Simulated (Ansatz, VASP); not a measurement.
**AlP: VASP beside Ansatz**

INCAR

```
SYSTEM = AlP
  PREC = Accurate
  ENCUT = 500
  EDIFF = 1E-6
  ISMEAR = -1
  SIGMA = 0.02
  LREAL = .FALSE.
  LASPH = .TRUE.
  NELM = 120
  ALGO = Normal
  ISIF = 2
  LWAVE = .FALSE.
  LCHARG = .TRUE.
  GGA = PE
  LELF = .TRUE.
  LVHAR = .TRUE.
  NBANDS = 11
  GGA_COMPAT = .FALSE.
```

File KPOINTS:

```
regular mesh
0
G
  8 8 8
  0 0 0
```

Contents of POSCAR:

```
AlP
1.0
    0.0000000000      2.7118646345      2.7118646345
    2.7118646345      0.0000000000      2.7118646345
    2.7118646345      2.7118646345      0.0000000000
Al P
1 1
Direct
    0.0000000000      0.0000000000      0.0000000000
    0.2500000000      0.2500000000      0.2500000000
```

Input for Ansatz:

```yaml
crystal:
  lattice:
    - [0.0, 2.7118646345, 2.7118646345]
    - [2.7118646345, 0.0, 2.7118646345]
    - [2.7118646345, 2.7118646345, 0.0]
  atoms:
    - { symbol: Al, position: [0.0, 0.0, 0.0] }
    - { symbol: P, position: [0.25, 0.25, 0.25] }
kpoints:
  mp_grid: { grid: [8, 8, 8] }
  band_path:
    path:
      - [0.0, 0.0, 0.0]
      - [-0.5, -0.5, 0.0]
      - [-0.375, -0.375, 0.25]
      - [-0.375, 0.0, 0.375]
      - [0.0, 0.0, 0.5]
      - [-0.5, -0.25, 0.25]
      - [0.0, 0.5, 0.5]
    npoints: 1
hamiltonian:
  xc: pbe
scf:
  occupations: { method: fermi_dirac, width: 0.02 }
  n_extra_bands: 4
output:
  forces: true
  stress: true
  eigenvalues: true
```

Change from the starting cell: hydrostatic strain -1.0%.

Alike in both runs: task single point; functional PBE; k mesh 8 × 8 × 8; occupations fermi-dirac, width 0.02 eV; no spin polarisation.

```csv
,VASP,Ansatz
version,VASP 6.6.1,Ansatz 0.2.0
potentials or method,"VASP PAW PBE potentials, release 64 (Al, P)","plane waves, PAW"
plane-wave cutoff (eV),500,420
valence electrons in the cell,8,8
```

Ansatz gave:

```
gap on the k mesh at the Fermi level (eV) : 1.54
pressure (GPa)                            : 4.2
```

Estimate VASP's values.

gap on the k mesh at the Fermi level (eV): 1.54; pressure (GPa): 4.1.

With one functional, cell and mesh, what is left measures potentials, basis and numerics.
